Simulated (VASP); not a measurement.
A run of VASP 6.6.1 is set up as follows.

Contents of INCAR:

```
PREC     = Accurate       # precision mode
ENCUT    = 520            # plane-wave cutoff, eV
EDIFF    = 1E-6           # SCF threshold, eV
ISMEAR   = 0              # smearing method
SIGMA    = 0.012          # smearing width, eV
LREAL    = False          # projectors in reciprocal space
LASPH    = True           # aspherical terms in the spheres
NELM     = 100            # most SCF steps
ALGO     = Normal         # electronic algorithm
ISIF     = 2              # what is computed and relaxed
LWAVE    = False          # write WAVECAR
LCHARG   = True           # write CHGCAR
GGA      = PE             # functional
LELF     = True           # ELF
LVHAR    = True         
NBANDS   = 20             # bands
```

KPOINTS

```
Automatic mesh
0
Gamma
  9 9 4
```

Contents of POSCAR:

```
MoS2
1.0
    3.2274645616      0.0000000000      0.0000000000
   -1.6137322808      2.7950663001      0.0000000000
    0.0000000000      0.0000000000      6.3124734200
Mo S
1 2
Direct
    0.0000000000      0.0000000000      0.5000000000
    0.6666666667      0.3333333333      0.7446806800
    0.3333333333      0.6666666667      0.2553193200
```

Potentials or basis: VASP PAW PBE potentials, release 64 (Mo_sv, S).

The run is started by

```console
$ cat potpaw_PBE.64/Mo_sv/POTCAR potpaw_PBE.64/S/POTCAR > POTCAR
$ mpirun -np 1 vasp_std > vasp.out
```

(1) Predict the band gap on the k mesh.

(2) Predict the largest force.

(3) Predict the pressure.

Results:

(1) zero (band 13 reaches 7.55 eV, above the bottom of band 14 at 6.52 eV).

(2) 0.290 eV/Å.

(3) 0.9 GPa.

Caveat: this functional lacks dispersion, which binds the layers, so the pressure and a relaxed spacing across them are unreliable.
